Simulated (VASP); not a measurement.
# KNbI2 (P4/mmm) in VASP: a series of runs, part 2 of 2

VASP 6.6.1.

## 3. Relaxation of cell and atoms, PBE

This run uses another cell than the first one, of 21.62 Å³/atom.

INCAR

```
SYSTEM = KNbI2
PREC     = Accurate       ! precision mode
ENCUT    = 600            ! plane-wave cutoff, eV
EDIFF    = 1E-7           ! SCF threshold, eV
ISMEAR   = 0              ! smearing method
SIGMA    = 0.1            ! smearing width, eV
LREAL    = .FALSE.        ! projectors in reciprocal space
LASPH    = .TRUE.         ! aspherical terms in the spheres
NELM     = 100            ! most SCF steps
ALGO     = Normal         ! electronic algorithm
ISIF     = 3              ! what is computed and relaxed
LWAVE    = .FALSE.        ! write WAVECAR
LCHARG   = .FALSE.        ! write CHGCAR
GGA      = PE             ! functional
IBRION   = 2              ! ionic algorithm
NSW      = 90             ! ionic steps
EDIFFG   = -0.04          ! ionic threshold
```

KPOINTS

```
Automatic mesh
0
G
  6 6 4
  0 0 0
```

POSCAR

```
KNbI2
1.0
    3.4619354100      0.0000000000      0.0000000000
    0.0000000000      3.4619354100      0.0000000000
    0.0000000000      0.0000000000      7.2150502000
K Nb I
1 1 2
Direct
    0.0000000000      0.0000000000      0.5000000000
    0.0000000000      0.0000000000      0.0000000000
    0.5000000000      0.5000000000      0.2332371800
    0.5000000000      0.5000000000      0.7667628200
```

Potentials or basis: VASP PAW PBE potentials, release 64 (K_sv, Nb_sv, I).

The run is started by

```sh
$ cat potpaw_PBE.64/K_sv/POTCAR potpaw_PBE.64/Nb_sv/POTCAR potpaw_PBE.64/I/POTCAR > POTCAR
$ mpirun -np 1 vasp_std > vasp.out
```

OUTCAR:

```text
SYSTEM = KNbI2
   PREC = Accurate
   ENCUT = 600
   EDIFF = 1E-7
   ISMEAR = 0
   LREAL = .FALSE.
   LASPH = .TRUE.
   NELM = 100
   ISIF = 3
   GGA = PE
   IBRION = 2
   NSW = 90
   EDIFFG = -0.04

 ion  position               nearest neighbor table
   1  0.000  0.000  0.500-   3 3.11   4 3.11   3 3.11   4 3.11   3 3.11   4 3.11   3 3.11   4 3.11

   2  0.000  0.000  0.000-   3 2.97   4 2.97   3 2.97   4 2.97   3 2.97   4 2.97   3 2.97   4 2.97

   3  0.500  0.500  0.233-   2 2.97   2 2.97   2 2.97   2 2.97   1 3.11   1 3.11   1 3.11   1 3.11
                             4 3.37
   4  0.500  0.500  0.767-   2 2.97   2 2.97   2 2.97   2 2.97   1 3.11   1 3.11   1 3.11   1 3.11
                             3 3.37

  LATTYP: Found a simple tetragonal cell.
 ALAT       =     3.4619354100
 C/A-ratio  =     2.0841088425

  Lattice vectors:

 A1 = (   3.4619354100,   0.0000000000,   0.0000000000)
 A2 = (   0.0000000000,   3.4619354100,   0.0000000000)
 A3 = (   0.0000000000,   0.0000000000,   7.2150502000)

Analysis of symmetry for initial positions (statically):
=====================================================================
 Subroutine PRICEL returns:
 Original cell was already a primitive cell.

 Routine SETGRP: Setting up the symmetry group for a
 simple tetragonal supercell.

 Subroutine GETGRP returns: Found 16 space group operations
 (whereof 16 operations were pure point group operations)
 out of a pool of 16 trial point group operations.

The static configuration has the point symmetry D_4h.

Analysis of symmetry for dynamics (positions and initial velocities):
=====================================================================
 Subroutine PRICEL returns:
 Original cell was already a primitive cell.

 Routine SETGRP: Setting up the symmetry group for a
 simple tetragonal supercell.

 Subroutine GETGRP returns: Found 16 space group operations
 (whereof 16 operations were pure point group operations)
 out of a pool of 16 trial point group operations.

The dynamic configuration has the point symmetry D_4h.

 Subroutine INISYM returns: Found 16 space group operations
 (whereof 16 operations are pure point group operations),
 and found     1 'primitive' translations

[... 119 lines left out ...]
  volume/ion in A,a.u.               =      21.62       145.89
  Fermi-wavevector in a.u.,A,eV,Ry     =   1.222409  2.310018 20.330968  1.494284
  Thomas-Fermi vector in A             =   2.357557
   LORBIT       =      0    0 simple, 1 ext, 2 COOP (PROOUT), +10 PAW based schemes
   GGA     = PE    functional components
   LHFCALC =     F    Hartree Fock is set to
   AEXX    =    0.0000 exact exchange contribution
   IVDW    =     0    specifies the selected vdW correction
   LEPSILON=     F    determine dielectric tensor
   LRPA    =     F    only Hartree local field effects (RPA)
 conjugate gradient relaxation of ions
 non-spin polarized calculation
 Gauss-broadening in eV      SIGMA  =   0.10
  energy-cutoff  :      600.00
  volume of cell :       86.47
 maximum number of plane-waves:      2920
 NGX is ok and might be reduce to    28
   NGX = 13   NGY = 13   NGZ = 29

--------------------------------------- Ionic step        1  -------------------------------------------

 number of electron      35.9999999 magnetization

 Free energy of the ion-electron system (eV)
  ---------------------------------------------------
  ext. energy  EPLUGINS =         0.00000000
  ---------------------------------------------------
  free energy    TOTEN  =       -12.78654493 eV

  energy without entropy =      -12.76175294  energy(sigma->0) =      -12.77414894

 E-fermi :  10.6998     XC(G=0): -10.9528

 val. band max:       10.6995036675   @ k =   0.3333   0.1667   0.2500
 cond. band min:      10.7269813397   @ k =   0.3333   0.1667   0.0000
 fundamental gap:      0.0274776722
 Fermi energy:        10.6997729925

 k-point     1 :       0.0000    0.0000    0.0000
  band No.  band energies     occupation
      1     -44.9746      2.00000
      2     -21.4099      2.00000
      3     -21.0840      2.00000
      4     -21.0840      2.00000
      5     -21.0402      2.00000
      6      -6.2830      2.00000
[... 698 lines left out ...]
  FREE ENERGIE OF THE ION-ELECTRON SYSTEM (eV)
  ---------------------------------------------------
  free  energy   TOTEN  =       -13.8421400370 eV

  energy  without entropy=      -13.8068137460  energy(sigma->0) =      -13.82447689

[... ionic steps 4 to 8 ...]

--------------------------------------- Ionic step        9  -------------------------------------------

 number of electron      36.0000001 magnetization

------------------------ aborting loop because EDIFF is reached ----------------------------------------
[... 71 lines left out ...]
--------------------------------------- Ionic step       11  -------------------------------------------

 number of electron      36.0000002 magnetization

 Free energy of the ion-electron system (eV)
  ---------------------------------------------------
  ext. energy  EPLUGINS =         0.00000000
  ---------------------------------------------------
  free energy    TOTEN  =       -14.07781055 eV

  energy without entropy =      -14.03803910  energy(sigma->0) =      -14.05792482

 E-fermi :   7.9014     XC(G=0):  -9.6537

 val. band max:        7.9013854426   @ k =   0.3333   0.1667   0.2500
 cond. band min:       7.9108853696   @ k =   0.3333   0.0000   0.2500
 fundamental gap:      0.0094999271
 Fermi energy:         7.9013930034

 k-point     1 :       0.0000    0.0000    0.0000
  band No.  band energies     occupation
      1     -47.8900      2.00000
      2     -24.7750      2.00000
      3     -23.9895      2.00000
      4     -23.9895      2.00000
      5     -23.8956      2.00000
      6      -8.4359      2.00000
[... 622 lines left out ...]
  FREE ENERGIE OF THE ION-ELECTRON SYSTEM (eV)
  ---------------------------------------------------
  free  energy   TOTEN  =       -14.0778105455 eV

  energy  without entropy=      -14.0380390995  energy(sigma->0) =      -14.05792482

 reached required accuracy - stopping structural energy minimisation
```

OSZICAR:

```text
N       E                     dE             d eps       ncg     rms          rms(c)
DAV:   1     0.341251387542E+03    0.34125E+03   -0.18995E+04  1320   0.172E+03
DAV:   2     0.185605139621E+02   -0.32269E+03   -0.31506E+03  1612   0.489E+02
DAV:   3    -0.116114836164E+02   -0.30172E+02   -0.29805E+02  2266   0.115E+02
[... 128 lines left out ...]
DAV:   5    -0.140777815286E+02   -0.21364E-04   -0.84385E-05  2162   0.385E-02    0.659E-02
DAV:   6    -0.140778074683E+02   -0.25940E-04   -0.11647E-04  2282   0.652E-02    0.118E-02
DAV:   7    -0.140778098407E+02   -0.23724E-05   -0.18883E-05  1902   0.225E-02    0.535E-03
DAV:   8    -0.140778101550E+02   -0.31437E-06   -0.15122E-06  2036   0.736E-03    0.247E-03
DAV:   9    -0.140778105524E+02   -0.39733E-06   -0.15805E-07  1260   0.331E-03    0.325E-04
DAV:  10    -0.140778105455E+02    0.68194E-08   -0.26058E-08   942   0.156E-03
  11 F= -.14077811E+02 E0= -.14057925E+02  d E =-.558112E-03
```

Run time: 10 min. Hardware: 1 thread of Intel Xeon Platinum 8488C (Sapphire Rapids), shared host; peak memory 0.27 GiB.

What came out:

- Free energy: -14.0778 eV
- Relaxed volume: 27.87 Å³/atom
- Relaxed cell: a = 3.628 Å, b = 3.628 Å, c = 8.471 Å, α = 90.00°, β = 90.00°, γ = 90.00°
- Space group after relaxing (to 0.1 Å): P4/mmm (No. 123)
- Energy gained by relaxing: 322.8 meV/atom
- Ionic steps: 11
- Pressure after relaxing: 0.1 GPa
- Largest force after relaxing: 0.015 eV/Å
- Band gap on the k mesh: zero (bands 18 and 19 overlap by 0.77 eV)

Forces on the atoms (eV/Å):
```
K    0.000  0.000  0.000
Nb   0.000  0.000  0.000
I    0.000  0.000 -0.015
I    0.000  0.000  0.015
```

Stress tensor (GPa, compression positive):
```
0.11 0.00 0.00
0.00 0.11 0.00
0.00 0.00 0.04
```

Step by step:
| step | energy change (eV) | largest force (eV/Å) | pressure (GPa) | volume (Å³) |
| --- | --- | --- | --- | --- |
| 1 | 0.0000 | 1.2829 | 16.81 | 86.47 |
| 2 | -0.9972 | 0.9656 | -2.81 | 118.06 |
| 3 | -1.0556 | 1.0267 | -0.52 | 109.87 |
| 4 | -1.0558 | 1.0227 | -0.70 | 110.37 |
| 5 | -1.1525 | 0.7279 | -0.46 | 109.96 |
| 6 | -1.2527 | 0.0427 | 0.57 | 109.07 |
| 7 | -1.2537 | 0.1586 | 0.76 | 108.95 |
| 8 | -1.2897 | 0.0204 | -0.05 | 111.48 |
| 9 | -1.2907 | 0.0630 | -0.19 | 112.05 |
| 10 | -1.2907 | 0.0584 | -0.18 | 111.99 |
| 11 | -1.2913 | 0.0153 | 0.09 | 111.48 |

Final structure:
```
K Nb I
1.0
     3.62759    0.00000    0.00000
     0.00000    3.62759    0.00000
     0.00000    0.00000    8.47133
K Nb I
1 1 2
Direct
  0.00000 0.00000 0.50000
  0.00000 0.00000 0.00000
  0.50000 0.50000 0.20093
  0.50000 0.50000 0.79907
```

Levels at points of the mesh, in eV from the Fermi level:
```
           k point  band 16  band 17  band 18  band 19  band 20  band 21
(0.00, 0.00, 0.00)    -3.51    -2.60    -1.46     0.05     0.18     1.33
(0.50, 0.00, 0.00)    -2.56    -2.20    -0.31     0.44     0.59     0.86
(0.50, 0.50, 0.00)    -3.22    -1.54     0.40     0.40     0.47     1.37
(0.00, 0.00, 0.50)    -3.54    -2.60    -0.84     0.18     1.02     1.37
(0.50, 0.00, 0.50)    -2.60    -2.00    -0.31     0.39     0.96     1.02
(0.50, 0.50, 0.50)    -3.83    -1.35     0.60     0.60     0.69     1.41
```

Caveat: the volume moved by over 15 % at a fixed basis, so the end points are rough; spin-orbit coupling is left out, which moves the levels of the heavy elements.

## 4. Single point, PBE

This run uses another cell than the first one, of 21.62 Å³/atom.

INCAR

```
SYSTEM = KNbI2
ALGO = Normal ; EDIFF = 1E-6
ENCUT = 520 ; GGA = PE
ISIF = 2 ; ISMEAR = 0
LASPH = .True. ; LCHARG = .False.
LREAL = .False. ; LWAVE = .False.
NBANDS = 26 ; NELM = 100
PREC = Accurate ; SIGMA = 0.1
```

KPOINTS

```
k-points
0
Gamma
  6 6 4
  0 0 0
```

POSCAR is that of step 3.

The run is started by

```sh
$ cat potpaw_PBE.64/K_sv/POTCAR potpaw_PBE.64/Nb_sv/POTCAR potpaw_PBE.64/I/POTCAR > POTCAR
$ mpirun -np 1 vasp_std > vasp.out
```

Run time: 66 s. Hardware: 1 thread of Intel Xeon Platinum 8488C (Sapphire Rapids), shared host; peak memory 0.23 GiB.

It converged, with:

```yaml
Free_energy: -12.7866 eV
Pressure: 16.8 GPa
Largest_force: 1.283 eV/Å
Band_gap_on_the_k_mesh: zero (bands 18 and 19 overlap by 0.51 eV)
```

Forces on the atoms (eV/Å):
```
K    0.000  0.000  0.000
Nb   0.000  0.000  0.000
I    0.000  0.000 -1.283
I    0.000  0.000  1.283
```

Stress tensor (GPa, compression positive):
```
15.44  0.00  0.00
 0.00 15.44  0.00
 0.00  0.00 19.52
```

Levels at points of the mesh, in eV from the Fermi level:
| k point | band 16 | band 17 | band 18 | band 19 | band 20 | band 21 |
| --- | --- | --- | --- | --- | --- | --- |
| (0.00, 0.00, 0.00) | -3.58 | -3.12 | -2.09 | 0.34 | 1.29 | 1.55 |
| (0.50, 0.00, 0.00) | -2.65 | -2.51 | -0.44 | 0.19 | 0.59 | 0.81 |
| (0.50, 0.50, 0.00) | -2.92 | -2.08 | 0.28 | 0.28 | 0.77 | 1.82 |
| (0.00, 0.00, 0.50) | -3.73 | -3.10 | -1.01 | 0.34 | 0.92 | 1.60 |
| (0.50, 0.00, 0.50) | -2.87 | -2.26 | -0.39 | 0.79 | 1.15 | 1.26 |
| (0.50, 0.50, 0.50) | -4.92 | -1.49 | 0.42 | 0.59 | 0.59 | 1.55 |

Caveat: the cell stands under pressure; spin-orbit coupling is left out, which moves the levels of the heavy elements; forces of over 1 eV/Å act on the atoms, so gaps and moduli don't describe the material at rest.

## 5. Overview

```csv
task,cell,cutoff (eV),gap on the mesh (eV),pressure (GPa),largest force (eV/Å)
single point,"a = 3.638, b = 3.638, c = 8.446 Å, 4 atoms, atomic positions A",520,none,-0.1,0.03
relaxation of cell and atoms,"relaxed from a = 3.462, b = 3.462, c = 7.215 Å, 4 atoms, atomic positions B",600,none,0.1,0.02
single point,"a = 3.462, b = 3.462, c = 7.215 Å, 4 atoms, atomic positions B",520,none,16.8,1.28
```

Alike in all rows: level PBE; potentials or basis VASP PAW PBE potentials, release 64 (K_sv, Nb_sv, I); no spin polarisation; k mesh 6 × 6 × 4; smearing gaussian 0.1 eV.

Caveats: spin-orbit coupling is left out, which moves the levels of the heavy elements; the volume moved by over 15 % at a fixed basis, so the end points are rough (at least some runs); the cell stands under pressure (at least some runs); forces of over 1 eV/Å act on the atoms, so gaps and moduli don't describe the material at rest (at least some runs).

Absolute energies hang on the potentials; compare differences alone.

The gap in the log of VASP goes by the Fermi energy; the results here count the filled bands.